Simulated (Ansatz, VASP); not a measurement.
**Two plane-wave programs on Si**

```
CELL_PARAMETERS angstrom
0.00000 2.71356 2.71356
2.71356 0.00000 2.71356
2.71356 2.71356 0.00000
ATOMIC_POSITIONS crystal
Si 0.75000 0.75000 0.75000
Si 0.50000 0.50000 0.50000
```

Alike in both runs: task single point; functional RPBE; k mesh 6 × 6 × 6; no spin polarisation.

|  | VASP | Ansatz |
| --- | --- | --- |
| version | VASP 6.6.1 | Ansatz 0.2.0 |
| potentials or method | VASP PAW PBE potentials, release 64 (Si), cutoff 500 eV | plane waves, PAW |
| occupations | gaussian, width 0.01 eV | fixed |
| valence electrons in the cell | 8 | 8 |

|  | VASP | Ansatz | Ansatz less VASP |
| --- | --- | --- | --- |
| pressure (GPa) | 3.7 | 3.9 | +0.25 |

VASP's potentials were made for PBE, not for RPBE. Ansatz's warnings: stress scf threshold loose.
